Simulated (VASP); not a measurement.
# TiAl3 (Pm-3m) in VASP: a series of runs, part 2 of 3

VASP 6.6.1. Earlier steps stand in the parts before.

**3. Relaxation of cell and atoms, PBE, target pressure 50 GPa, at which the enthalpy is minimised**

This run uses another cell than the first one, of 12.30 Å³/atom.

The input, INCAR:

```
SYSTEM = TiAl3
PREC = Accurate ; ENCUT = 600
EDIFF = 1E-6 ; ISMEAR = 0
SIGMA = 0.1 ; LREAL = .False.
LASPH = .True. ; NELM = 80
ALGO = Fast ; ISIF = 3
LWAVE = .False. ; LCHARG = .False.
GGA = PE ; IBRION = 2
NSW = 70 ; EDIFFG = -0.008
PSTRESS = 500.0
```

The input, KPOINTS:

```
Automatic mesh
0
Gamma
  12 12 12
  0 0 0
```

The input, POSCAR:

```
TiAl3
1.0
    3.6639045200      0.0000000000      0.0000000000
    0.0000000000      3.6639045200      0.0000000000
    0.0000000000      0.0000000000      3.6639045200
Ti Al
1 3
Direct
    0.0000000000      0.0000000000      0.0000000000
    0.5000000000      0.5000000000      0.0000000000
    0.5000000000      0.0000000000      0.5000000000
    0.0000000000      0.5000000000      0.5000000000
```

Potentials or basis: VASP PAW PBE potentials, release 64 (Ti_sv, Al).

Run with:

```sh
$ cat potpaw_PBE.64/Ti_sv/POTCAR potpaw_PBE.64/Al/POTCAR > POTCAR
$ mpirun -np 1 vasp_std > vasp.out
```

OUTCAR:

```text
SYSTEM = TiAl3
   PREC = Accurate
   ENCUT = 600
   EDIFF = 1E-6
   ISMEAR = 0
   LREAL = .False.
   LASPH = .True.
   NELM = 80
   ISIF = 3
   GGA = PE
   IBRION = 2
   NSW = 70
   EDIFFG = -0.008
   PSTRESS = 500.0

 ion  position               nearest neighbor table
   1  0.000  0.000  0.000-   2 2.59   3 2.59   4 2.59   3 2.59   4 2.59   2 2.59   4 2.59   4 2.59
                             2 2.59   3 2.59   3 2.59   2 2.59
   2  0.500  0.500  0.000-   1 2.59   3 2.59   4 2.59   3 2.59   4 2.59   1 2.59   3 2.59   3 2.59
                             1 2.59   4 2.59   4 2.59   1 2.59
   3  0.500  0.000  0.500-   1 2.59   2 2.59   4 2.59   1 2.59   2 2.59   2 2.59   4 2.59   2 2.59
                             1 2.59   4 2.59   1 2.59   4 2.59
   4  0.000  0.500  0.500-   1 2.59   2 2.59   3 2.59   1 2.59   2 2.59   1 2.59   3 2.59   1 2.59
                             2 2.59   3 2.59   2 2.59   3 2.59

  LATTYP: Found a simple cubic cell.
 ALAT       =     3.6639045200

  Lattice vectors:

 A1 = (   3.6639045200,   0.0000000000,   0.0000000000)
 A2 = (   0.0000000000,   3.6639045200,   0.0000000000)
 A3 = (   0.0000000000,   0.0000000000,   3.6639045200)

Analysis of symmetry for initial positions (statically):
=====================================================================
 Subroutine PRICEL returns:
 Original cell was already a primitive cell.

 Routine SETGRP: Setting up the symmetry group for a
 simple cubic supercell.

 Subroutine GETGRP returns: Found 48 space group operations
 (whereof 48 operations were pure point group operations)
 out of a pool of 48 trial point group operations.

The static configuration has the point symmetry O_h .

Analysis of symmetry for dynamics (positions and initial velocities):
=====================================================================
 Subroutine PRICEL returns:
 Original cell was already a primitive cell.

 Routine SETGRP: Setting up the symmetry group for a
 simple cubic supercell.

 Subroutine GETGRP returns: Found 48 space group operations
 (whereof 48 operations were pure point group operations)
 out of a pool of 48 trial point group operations.

The dynamic configuration has the point symmetry O_h .

 Subroutine INISYM returns: Found 48 space group operations
 (whereof 48 operations are pure point group operations),
 and found     1 'primitive' translations

----------------------------------------------------------------------------------------

                                     Primitive cell

  volume of cell :      49.1850

  direct lattice vectors                    reciprocal lattice vectors
     3.663904520  0.000000000  0.000000000     0.272932877  0.000000000  0.000000000
     0.000000000  3.663904520  0.000000000     0.000000000  0.272932877  0.000000000
     0.000000000  0.000000000  3.663904520     0.000000000  0.000000000  0.272932877

  length of vectors
     3.663904520  3.663904520  3.663904520     0.272932877  0.272932877  0.272932877

  position of ions in fractional coordinates (direct lattice)
     0.000000000  0.000000000  0.000000000
     0.500000000  0.500000000  0.000000000
     0.500000000  0.000000000  0.500000000
     0.000000000  0.500000000  0.500000000

  ion indices of the primitive-cell ions
   primitive index   ion index
                 1           1
                 2           2
[... 61 lines left out ...]
   ions per type =               1   3
   NGX,Y,Z   is equivalent  to a cutoff of  13.61, 13.61, 13.61 a.u.
   NGXF,Y,Z  is equivalent  to a cutoff of  27.22, 27.22, 27.22 a.u.
 SYSTEM =  TiAl3
   PREC   = accura    normal or accurate (medium, high low for compatibility)
   ISTART =      0    job   : 0-new  1-cont  2-samecut
   ICHARG =      2    charge: 1-file 2-atom 10-const
   ISPIN  =      1    spin polarized calculation?
   LNONCOLLINEAR =      F non collinear calculations
   LSORBIT =      F    spin-orbit coupling
   LASPH  =      T    aspherical Exc in radial PAW
   ENCUT  =  600.0 eV  44.10 Ry    6.64 a.u.   7.32  7.32  7.32*2*pi/ulx,y,z
   NELM   =     80;   NELMIN=  2; NELMDL= -5     # of ELM steps
   EDIFF  = 0.1E-05   stopping-criterion for ELM
   LREAL  =      F    real-space projection
   EDIFFG = -.8E-02   stopping-criterion for IOM
   NSW    =     70    number of steps for IOM
   IBRION =      2    ionic relax: 0-MD 1-quasi-New 2-CG
   NFREE  =      1    steps in history (QN), initial steepest desc. (CG)
   ISIF   =      3    stress and relaxation
   ISYM   =      2    0-nonsym 1-usesym 2-fastsym
   POTIM  = 0.5000    time-step for ionic-motion
   TEBEG  =    0.0;   TEEND  =   0.0 temperature during run
   PSTRESS=  500.0 pullay stress
   NELECT =      21.0000    total number of electrons
   NUPDOWN=      -1.0000    fix difference up-down
   EMIN   =  10.00;   EMAX   =-10.00  energy-range for DOS
   EFERMI =   0.00;   METHOD = LEGACY
   ISMEAR =     0;   SIGMA  =   0.10  broadening in eV -4-tet -1-fermi 0-gaus
   EFERMI_NEDOS =   21; number of points for ismear=-14 and -15
   IALGO  =     68    algorithm
   IMIX   =      4    mixing-type and parameters
     AMIX     =   0.40;   BMIX     =  1.00
     AMIX_MAG =   1.60;   BMIX_MAG =  1.00
  volume/ion in A,a.u.               =      12.30        82.98
  Fermi-wavevector in a.u.,A,eV,Ry     =   1.232737  2.329535 20.675966  1.519641
  Thomas-Fermi vector in A             =   2.367495
   LORBIT       =      0    0 simple, 1 ext, 2 COOP (PROOUT), +10 PAW based schemes
   GGA     = PE    functional components
   LHFCALC =     F    Hartree Fock is set to
   AEXX    =    0.0000 exact exchange contribution
   IVDW    =     0    specifies the selected vdW correction
   LEPSILON=     F    determine dielectric tensor
   LRPA    =     F    only Hartree local field effects (RPA)
 conjugate gradient relaxation of ions
 non-spin polarized calculation
 RMM-DIIS sequential band-by-band and
 Gauss-broadening in eV      SIGMA  =   0.10
  energy-cutoff  :      600.00
  volume of cell :       49.18
 maximum number of plane-waves:      1666
 NGX is ok and might be reduce to    30
   NGX = 15   NGY = 15   NGZ = 15

--------------------------------------- Ionic step        1  -------------------------------------------

 number of electron      21.0000002 magnetization

 Free energy of the ion-electron system (eV)
  ---------------------------------------------------
  ext. energy  EPLUGINS =         0.00000000
  ---------------------------------------------------
  free energy    TOTEN  =       -19.03216486 eV

  energy without entropy =      -19.02162278  energy(sigma->0) =      -19.02689382

------------------------ aborting loop because EDIFF is reached ----------------------------------------

  FORCE on cell =-STRESS in cart. coord.  units (eV):
  Direction    XX          YY          ZZ          XY          YZ          ZX
  --------------------------------------------------------------------------------------
  -------------------------------------------------------------------------------------
  Total       13.2315149     13.2315149     13.2315149      0.0000000     -0.0000000      0.0000000
  in kB      431.0103619    431.0103619    431.0103619      0.0000000     -0.0000000      0.0000000
  external PRESSURE =     -68.9896381 kB  Pullay stress =     500.0000000 kB
[... 107 lines left out ...]
--------------------------------------- Ionic step        4  -------------------------------------------

 number of electron      21.0000006 magnetization

 Free energy of the ion-electron system (eV)
  ---------------------------------------------------
  ext. energy  EPLUGINS =         0.00000000
  ---------------------------------------------------
  free energy    TOTEN  =       -18.66908209 eV

  energy without entropy =      -18.65870330  energy(sigma->0) =      -18.66389270

 E-fermi :  12.1771     XC(G=0): -11.9052

 val. band max:       12.1624909812   @ k =   0.4167   0.0833   0.0000
 cond. band min:      12.1808106885   @ k =   0.3333   0.3333   0.1667
 fundamental gap:      0.0183197073
 Fermi energy:        12.1770740704

 k-point     1 :       0.0000    0.0000    0.0000
  band No.  band energies     occupation
      1     -44.1689      2.00000
      2     -20.5632      2.00000
      3     -20.5632      2.00000
      4     -20.5632      2.00000
      5      -0.2151      2.00000
      6       8.4116      2.00000
      7       8.4116      2.00000
      8       9.8730      2.00000
      9       9.8730      2.00000
     10       9.8730      2.00000
     11      12.2431      0.35026
     12      12.2431      0.35025
     13      12.2431      0.35025
     14      12.6614      0.00000
[... 377 lines left out ...]
      1     -44.1631      2.00000
      2     -20.6184      2.00000
      3     -20.6054      2.00000
      4     -20.5560      2.00000
      5       2.7448      2.00000
      6       4.8479      2.00000
      7       6.2520      2.00000
      8       7.9893      2.00000
      9      10.1109      2.00000
     10      10.8261      2.00000
     11      12.5869      0.00000
     12      13.3238      0.00000
     13      13.6329      0.00000
     14      14.2642      0.00000

 [... further k-points ...]
[... 5 lines left out ...]
  --------------------------------------------------------------------------------------
  -------------------------------------------------------------------------------------
  Total       14.9618288     14.9618288     14.9618288     -0.0000000     -0.0000000     -0.0000000
  in kB      500.0945336    500.0945336    500.0945336     -0.0000000     -0.0000000     -0.0000000
  external PRESSURE =       0.0945336 kB  Pullay stress =     500.0000000 kB
[... 23 lines left out ...]
  energy  without entropy=      -18.6587033036  energy(sigma->0) =      -18.66389270

  enthalpy is  TOTEN    =        -3.7100815973 eV   P V=       14.9590004974

 reached required accuracy - stopping structural energy minimisation
```

OSZICAR:

```text
N       E                     dE             d eps       ncg     rms          rms(c)
DAV:   1     0.145917379488E+03    0.14592E+03   -0.10737E+04  2352   0.162E+03
DAV:   2    -0.816738278334E+01   -0.15408E+03   -0.15240E+03  2376   0.389E+02
[... 75 lines left out ...]
       N       E                     dE             d eps       ncg     rms          rms(c)
DAV:   1    -0.186691488859E+02    0.75135E-02   -0.13142E-03  2700   0.513E-01    0.795E-02
RMM:   2    -0.186690901887E+02    0.58697E-04   -0.62435E-04  2745   0.259E-01    0.287E-02
RMM:   3    -0.186690790067E+02    0.11182E-04   -0.77869E-05  2873   0.977E-02    0.892E-03
RMM:   4    -0.186690796817E+02   -0.67503E-06   -0.32087E-05  2553   0.408E-02    0.321E-03
RMM:   5    -0.186690815101E+02   -0.18284E-05   -0.13336E-05  2402   0.254E-02    0.490E-03
RMM:   6    -0.186690820947E+02   -0.58460E-06   -0.33612E-06  1882   0.150E-02
   4 F= -.37100816E+01 E0= -.37048922E+01  d E =-.273330E-01
```

CONTCAR:

```text
TiAl3
   1.00000000000000
     3.6325732866926930   -0.0000000000000000    0.0000000000000000
     0.0000000000000000    3.6325732866926930    0.0000000000000000
     0.0000000000000000   -0.0000000000000000    3.6325732866926930
  Ti              Al
     1     3
Direct
     0.0000000000000000    0.0000000000000000    0.0000000000000000
     0.5000000000000000    0.5000000000000000    0.0000000000000000
     0.5000000000000000    0.0000000000000000    0.5000000000000000
     0.0000000000000000    0.5000000000000000    0.5000000000000000

  0.00000000E+00  0.00000000E+00  0.00000000E+00
  0.00000000E+00  0.00000000E+00  0.00000000E+00
  0.00000000E+00  0.00000000E+00  0.00000000E+00
  0.00000000E+00  0.00000000E+00  0.00000000E+00
```

Run time: 2.7 min. Hardware: 1 thread of Intel Xeon 6975P-C (Granite Rapids), shared host; peak memory 0.22 GiB.

Results:

```yaml
Free_energy: -18.6691 eV
Relaxed_volume: 11.98 Å³/atom
Relaxed_cell: a = 3.633 Å, b = 3.633 Å, c = 3.633 Å, α = 90.00°, β = 90.00°, γ = 90.00°
Space_group_after_relaxing_to_0.1_Å: Pm-3m (No. 221)
Energy_change_on_relaxing_the_run_minimises_the_enthalpy: +90.8 meV/atom
Ionic_steps: 4
Pressure_after_relaxing: 50.0 GPa
Band_gap_on_the_k_mesh: zero (an odd number of electrons rules out a gap without spin polarisation)
```

The path:
```
step  energy change (eV)  largest force (eV/Å)  pressure (GPa)  volume (Å³)
   1              0.0000                0.0000           43.10        49.18
   2              1.2340                0.0000           65.74        45.51
   3              0.3555                0.0000           49.89        47.96
   4              0.3631                0.0000           50.01        47.93
```

Final structure:
```yaml
crystal:
  lattice:
    - [3.63257, 0.00000, 0.00000]
    - [0.00000, 3.63257, 0.00000]
    - [0.00000, 0.00000, 3.63257]
  atoms:
    - { symbol: Ti, position: [0.00000, 0.00000, 0.00000] }
    - { symbol: Al, position: [0.50000, 0.50000, 0.00000] }
    - { symbol: Al, position: [0.50000, 0.00000, 0.50000] }
    - { symbol: Al, position: [0.00000, 0.50000, 0.50000] }
```

Levels at points of the mesh, in eV from the Fermi level:
```
           k point  band 6  band 7  band 8  band 9  band 10  band 11  band 12  band 13  band 14
(0.00, 0.00, 0.00)   -3.77   -3.77   -2.30   -2.30    -2.30     0.07     0.07     0.07     0.48
(0.50, 0.00, 0.00)   -9.06   -2.97   -2.82   -2.82     0.47     0.88     1.10     1.10     1.38
(0.50, 0.50, 0.00)   -6.66   -6.66   -5.84   -1.62    -1.62     0.74     1.11     1.27     1.63
(0.50, 0.50, 0.50)   -5.80   -5.80   -5.80   -3.84    -3.84    -3.84     0.73     1.68     1.68
```

Caveat: the cell is relaxed towards a set pressure, so the run minimises the enthalpy, not the energy.

[end of part 2 of 3]

The gap in the log of VASP goes by the Fermi energy; the results here count the filled bands.